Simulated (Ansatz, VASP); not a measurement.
One calculation of Rh, two programs

Contents of INCAR:

```
SYSTEM = Rh
PREC = Accurate
ENCUT = 520
EDIFF = 1E-7
ISMEAR = 0
SIGMA = 0.15
LREAL = .False.
LASPH = .True.
NELM = 100
ALGO = Fast
ISIF = 2
LWAVE = .False.
LCHARG = .True.
LELF = .True.
LVHAR = .True.
NBANDS = 14
```

The input KPOINTS:

```
Automatic mesh
0
Gamma
  20 20 20
  0 0 0
```

The input POSCAR:

```
Rh
1.0
    0.0000000000      1.8520706927      1.8770352617
    1.8520706927      0.0000000000      1.8770352617
    1.8520706927      1.8520706927      0.0000000000
Rh
1
Direct
    0.0000000000      0.0000000000      0.0000000000
```

Input for Ansatz:

```yaml
crystal:
  lattice:
    - [0.0, 1.8520706927, 1.8770352617]
    - [1.8520706927, 0.0, 1.8770352617]
    - [1.8520706927, 1.8520706927, 0.0]
  atoms:
    - { symbol: Rh, position: [0.0, 0.0, 0.0] }
basis:
  ecutwfc: 420
kpoints:
  mp_grid: { grid: [20, 20, 20] }
hamiltonian:
  xc: lda
  pseudopotentials: { kind: paw, azcp: { folder: soft_1 } }
scf:
  occupations: { method: gaussian, width: 0.15 }
output:
  forces: true
  stress: true
  eigenvalues: true
  write_density: true
  write_potential: true
  elf: true
  volumetric_format: npy
```

Change from the starting cell: engineering shear strain xy +0.0000, equal normal strain along x and y -0.0133.

Alike in both runs: task single point; functional LDA; k mesh 20 × 20 × 20; occupations gaussian, width 0.15 eV; no spin polarisation.

|  | VASP | Ansatz |
| --- | --- | --- |
| version | VASP 6.6.1 | Ansatz 0.2.0 |
| potentials or method | VASP PAW LDA potentials, release 64 (Rh_pv), cutoff 520 eV | scalar-relativistic, plane waves, PAW |
| valence electrons in the cell | 15 | 17 |

|  | VASP | Ansatz | Ansatz less VASP |
| --- | --- | --- | --- |
| gap on the k mesh at the Fermi level (eV) | none | none | - |
| pressure (GPa) | 10.1 | 9.2 | -0.93 |
| traceless stress, the component that is largest in VASP (GPa) | -2.67 | -2.68 | -0.008 |

Ansatz warns that its potentials were made for another functional, while VASP's fit it. LDA's correlation is that of Perdew and Zunger in VASP and of Perdew and Wang (1992) in Ansatz. A gap of «none» marks a metal or a gap that the smearing closes. VASP's potentials hold 15 valence electrons a cell and Ansatz's 17, so a difference there can come from the potentials and not from the codes.
